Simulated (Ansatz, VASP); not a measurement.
One calculation of LuPb2, two programs

```
CELL_PARAMETERS angstrom
-1.88939 1.88939 6.68866
1.88939 -1.88939 6.68866
1.88939 1.88939 -6.68866
ATOMIC_POSITIONS crystal
Lu 0.00000 0.00000 0.00000
Pb 0.33300 0.33300 0.00000
Pb 0.66700 0.66700 0.00000
```

Change from the starting cell: volume scaled by 1.06, crystal datasets.

Alike in both runs: task electric field gradients; functional PBEsol; k mesh 12 × 12 × 12; occupations fermi-dirac, width 0.05 eV; no spin polarisation.

|  | VASP | Ansatz |
| --- | --- | --- |
| version | VASP 6.6.1 | Ansatz 0.2.0 |
| potentials or method | VASP PAW PBE potentials, release 64 (Lu, Pb_d), cutoff 520 eV | all-electron PAW with datasets made for the crystal, scalar-relativistic |

VASP gave:

| Quantity | Value |
| --- | --- |
| pressure (GPa) | -5.5 |
| traceless stress, the component that is largest in VASP (GPa) | -0.40 |
| rms of the force components (eV/Å) | 0.153 |
| size of Vzz on the site where it differs most (V/Å²) | 78.0 |

Task: What did Ansatz give for the same quantities?

Result: Pressure (GPa): -5.5; traceless stress, the component that is largest in VASP (GPa): -0.40; rms of the force components (eV/Å): 0.155; size of Vzz on the site where it differs most (V/Å²): 89.9.

VASP's potentials were made for PBE, not for PBEsol. Atom by atom the forces differ by 0.002 eV/Å (rms over components). Ansatz ran all-electron here, and VASP with PAW potentials.

Neither program's run includes spin-orbit coupling.
